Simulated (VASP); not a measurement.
# Ag3B4 (P-3m1) in VASP: notebook, part 2 of 2

VASP 6.6.1. The steps go on from the part before.

### Step 5. Relaxation of cell and atoms, PBE

INCAR reads:

```
SYSTEM = Ag3B4
PREC = Accurate
ENCUT = 600
EDIFF = 1E-7
ISMEAR = 0
SIGMA = 0.1
LREAL = .FALSE.
LASPH = .TRUE.
NELM = 80
ALGO = Normal
ISIF = 3
LWAVE = .FALSE.
LCHARG = .FALSE.
GGA = PE
IBRION = 2
NSW = 90
EDIFFG = -0.04
```

KPOINTS reads:

```
Automatic mesh
0
G
  6 6 4
  0 0 0
```

POSCAR reads:

```
Ag3B4
1.0
    4.2688662400      0.0000000000      0.0000000000
   -2.1344331200      3.6969466100      0.0000000000
    0.0000000000      0.0000000000      5.9306396700
Ag B
3 4
Direct
    0.0000000000      0.0000000000      0.0000000000
    0.3333333300      0.6666666700      0.1327233700
    0.6666666700      0.3333333300      0.8672766300
    0.5000000000      0.0000000000      0.5000000000
    0.0000000000      0.5000000000      0.5000000000
    0.5000000000      0.5000000000      0.5000000000
    0.0000000000      0.0000000000      0.5000000000
```

Started as:

```sh
$ cat potpaw_PBE.64/Ag/POTCAR potpaw_PBE.64/B/POTCAR > POTCAR
$ mpirun -np 1 vasp_std > vasp.out
```

Wall time 18 min (1 thread of Intel Xeon Platinum 8259CL at 2.50GHz (Skylake/Cascade Lake), shared host); peak memory 0.29 GiB.

Results (log left out):

| Property | Result |
| --- | --- |
| Free energy | -30.6053 eV |
| Relaxed volume | 13.56 Å³/atom |
| Relaxed cell | a = 3.426 Å, b = 3.426 Å, c = 9.339 Å, α = 90.00°, β = 90.00°, γ = 120.00° |
| Space group after relaxing (to 0.1 Å) | P-3m1 (No. 164) |
| Energy gained by relaxing | 631.5 meV/atom |
| Ionic steps | 25 |
| Pressure after relaxing | 0.0 GPa |
| Largest force after relaxing | 0.010 eV/Å |
| Band gap on the k mesh | zero (an odd number of electrons rules out a gap without spin polarisation) |

Forces on the atoms (eV/Å):
```
Ag   0.000  0.000  0.000
Ag   0.000  0.000 -0.010
Ag   0.000  0.000  0.010
B    0.000  0.000  0.000
B    0.000  0.000  0.000
B    0.000  0.000  0.000
B    0.000  0.000  0.000
```

Stress tensor (GPa, compression positive):
```
-0.15  0.00  0.00
 0.00 -0.15  0.00
 0.00  0.00  0.43
```

The path:
```tsv
step	energy change (eV)	largest force (eV/Å)	pressure (GPa)	volume (Å³)
1	0.0000	1.3428	-7.66	93.60
2	-0.5827	1.8881	5.41	85.10
3	-0.6086	2.0961	9.84	82.82
4	-1.0387	1.8330	9.95	82.68
5	-2.1606	0.4025	10.90	81.64
6	-1.4576	5.9895	33.35	77.22
7	-2.4950	1.9318	16.17	80.25
8	-3.0174	1.8576	10.99	82.76
9	-3.7262	1.9041	2.81	89.70
10	-3.7496	1.9135	1.84	91.61
11	-3.7449	1.9100	1.68	92.05
12	-3.8847	1.6003	0.77	92.06
13	-4.1625	0.8148	-1.03	92.09
14	-4.1698	0.5668	-0.72	92.13
15	-4.2544	0.1217	-1.50	92.12
16	-4.3164	0.0698	0.88	90.82
17	-4.3308	0.0256	3.29	89.72
18	-4.3761	0.0728	2.20	91.35
19	-4.4115	0.1671	0.55	94.64
20	-4.4118	0.1578	0.70	94.31
21	-4.4153	0.1374	-0.38	95.00
22	-4.4154	0.1391	-0.30	94.94
23	-4.4175	0.0976	-0.10	94.81
24	-4.4191	0.0192	0.27	94.58
25	-4.4202	0.0096	0.04	94.93
```

Final structure:
```
CELL_PARAMETERS angstrom
3.42609 0.00000 0.00000
-1.71304 2.96708 0.00000
0.00000 0.00000 9.33857
ATOMIC_POSITIONS crystal
Ag 0.00000 0.00000 0.00000
Ag 0.33333 0.66667 0.21157
Ag 0.66667 0.33333 0.78843
B 0.50000 0.00000 0.50000
B 0.00000 0.50000 0.50000
B 0.50000 0.50000 0.50000
B 0.00000 0.00000 0.50000
```

Levels at points of the mesh, in eV from the Fermi level:
```
           k point  band 18  band 19  band 20  band 21  band 22  band 23  band 24  band 25  band 26  band 27
(0.00, 0.00, 0.00)    -3.31    -3.31    -2.79    -2.79    -1.91     0.12     1.16     1.16     1.19     5.31
(0.50, 0.00, 0.00)    -3.31    -3.28    -2.78    -2.76    -0.16     0.18     1.96     3.30     3.32     3.47
(0.00, 0.00, 0.50)    -3.30    -3.30    -3.02    -2.77    -2.77     1.14     1.14     1.15     2.65     2.92
(0.50, 0.00, 0.50)    -3.29    -2.96    -2.75    -2.71    -0.02     0.65     1.07     2.33     3.31     3.31
```

Caveat: a cell axis changed by over 15 % at a fixed basis, so the end point is rough; an odd number of electrons without spin polarisation forces a metal; a magnetic or distorted state may lie lower.

### Step 6. Relaxation of cell and atoms, PBE

This run uses another cell than the first one, of 14.39 Å³/atom.

INCAR reads:

```
  PREC = Accurate
  ENCUT = 600
  EDIFF = 1E-6
  ISMEAR = 0
  SIGMA = 0.1
  LREAL = False
  LASPH = True
  NELM = 100
  ALGO = Normal
  ISIF = 3
  LWAVE = False
  LCHARG = False
  GGA = PE
  IBRION = 2
  NSW = 100
  EDIFFG = -0.01
```

KPOINTS reads:

```
regular mesh
0
Gamma
  12 12 4
```

POSCAR reads:

```
Ag3B4
1.0
    3.3968455017      0.0000000000      0.0000000000
   -1.6984227508      2.9417544972      0.0000000000
    0.0000000000      0.0000000000     10.0790969842
Ag B
3 4
Direct
    0.0000000000      0.0000000000      0.0000000000
    0.3333333333      0.6666666667      0.1998730194
    0.6666666667      0.3333333333      0.8001269806
    0.5000000000      0.0000000000      0.5000000000
    0.0000000000      0.5000000000      0.5000000000
    0.5000000000      0.5000000000      0.5000000000
    0.0000000000      0.0000000000      0.5000000000
```

Potentials or basis: VASP PAW PBE potentials, release 64 (Ag, B).

Started as:

```sh
$ cat potpaw_PBE.64/Ag/POTCAR potpaw_PBE.64/B/POTCAR > POTCAR
$ mpirun -np 1 vasp_std > vasp.out
```

Run time: 9.4 min. Hardware: 1 thread of Intel Xeon Platinum 8259CL at 2.50GHz (Skylake/Cascade Lake), shared host; peak memory 0.38 GiB.

It converged, with:

* Free energy: -30.7632 eV
* Relaxed volume: 14.37 Å³/atom
* Relaxed cell: a = 3.380 Å, b = 3.380 Å, c = 10.166 Å, α = 90.00°, β = 90.00°, γ = 120.00°
* Space group after relaxing (to 0.1 Å): P-3m1 (No. 164)
* Energy gained by relaxing: 0.8 meV/atom
* Ionic steps: 5
* Pressure after relaxing: 0.0 GPa
* Largest force after relaxing: 0.003 eV/Å
* Band gap on the k mesh: zero (an odd number of electrons rules out a gap without spin polarisation)

Forces on the atoms (eV/Å):
```
Ag   0.000  0.000  0.000
Ag   0.000  0.000 -0.003
Ag   0.000  0.000  0.003
B    0.000  0.000  0.000
B    0.000  0.000  0.000
B    0.000  0.000  0.000
B    0.000  0.000  0.000
```

Step by step:
| step | energy change (eV) | largest force (eV/Å) | pressure (GPa) | volume (Å³) |
| --- | --- | --- | --- | --- |
| 1 | 0.0000 | 0.0810 | -0.60 | 100.72 |
| 2 | -0.0035 | 0.0819 | 0.44 | 99.93 |
| 3 | -0.0036 | 0.0818 | 0.35 | 100.00 |
| 4 | -0.0050 | 0.0447 | 0.20 | 100.25 |
| 5 | -0.0058 | 0.0033 | 0.01 | 100.58 |

Final structure:
```cif
data_structure
_symmetry_space_group_name_H-M 'P 1'
_symmetry_Int_Tables_number 1
_cell_length_a 3.3801
_cell_length_b 3.3801
_cell_length_c 10.1658
_cell_angle_alpha 90.000
_cell_angle_beta 90.000
_cell_angle_gamma 120.000
_cell_volume 100.58
loop_
_atom_site_label
_atom_site_type_symbol
_atom_site_fract_x
_atom_site_fract_y
_atom_site_fract_z
_atom_site_occupancy
Ag1 Ag 0.00000 0.00000 0.00000 1
Ag2 Ag 0.33333 0.66667 0.20133 1
Ag3 Ag 0.66667 0.33333 0.79867 1
B1 B 0.50000 0.00000 0.50000 1
B2 B 0.00000 0.50000 0.50000 1
B3 B 0.50000 0.50000 0.50000 1
B4 B 0.00000 0.00000 0.50000 1
```

Levels at points of the mesh, in eV from the Fermi level:
| k point | band 20 | band 21 | band 22 | band 23 | band 24 | band 25 |
| --- | --- | --- | --- | --- | --- | --- |
| (0.00, 0.00, 0.00) | -2.93 | -2.93 | -2.67 | -0.57 | 1.33 | 1.33 |
| (0.50, 0.00, 0.00) | -3.04 | -2.89 | -0.22 | 0.12 | 1.46 | 3.09 |
| (0.00, 0.00, 0.50) | -3.33 | -2.93 | -2.93 | 1.06 | 1.33 | 1.33 |
| (0.50, 0.00, 0.50) | -3.05 | -2.87 | -0.18 | 0.36 | 0.97 | 2.18 |

Caveat: an odd number of electrons without spin polarisation forces a metal; a magnetic or distorted state may lie lower.

### Step 7. Overview

| task | cell | k mesh | cutoff (eV) | gap on the mesh (eV) | pressure (GPa) | relaxed volume (Å³/atom) | largest force (eV/Å) |
| --- | --- | --- | --- | --- | --- | --- | --- |
| single point | a = 4.269, b = 4.269, c = 5.931 Å, angles 90.0, 90.0, 120.0°, 7 atoms, atomic positions A | 6 × 6 × 4 | 520 | none | -7.6 | - | 1.34 |
| single point | a = 3.397, b = 3.397, c = 10.079 Å, angles 90.0, 90.0, 120.0°, 7 atoms, atomic positions B | 6 × 6 × 4 | 520 | none | 0.1 | - | 0.03 |
| single point | a = 3.377, b = 3.377, c = 10.301 Å, angles 90.0, 90.0, 120.0°, 7 atoms, atomic positions C | 12 × 12 × 4 | 520 | none | 0.0 | - | - |
| relaxation of cell and atoms | relaxed from a = 4.269, b = 4.269, c = 5.931 Å, angles 90.0, 90.0, 120.0°, 7 atoms, atomic positions A | 6 × 6 × 4 | 600 | none | 0.0 | 13.56 | 0.01 |
| relaxation of cell and atoms | relaxed from a = 3.397, b = 3.397, c = 10.079 Å, angles 90.0, 90.0, 120.0°, 7 atoms, atomic positions B | 12 × 12 × 4 | 600 | none | 0.0 | 14.37 | - |

Alike in all rows: level PBE; potentials or basis VASP PAW PBE potentials, release 64 (Ag, B); no spin polarisation; smearing gaussian 0.1 eV.

Caveats: an odd number of electrons without spin polarisation forces a metal; a magnetic or distorted state may lie lower; the stress differs along the axes, from -12 to 2 GPa (at least some runs); a cell axis changed by over 15 % at a fixed basis, so the end point is rough (at least some runs).

Absolute energies hang on the potentials; compare differences alone.
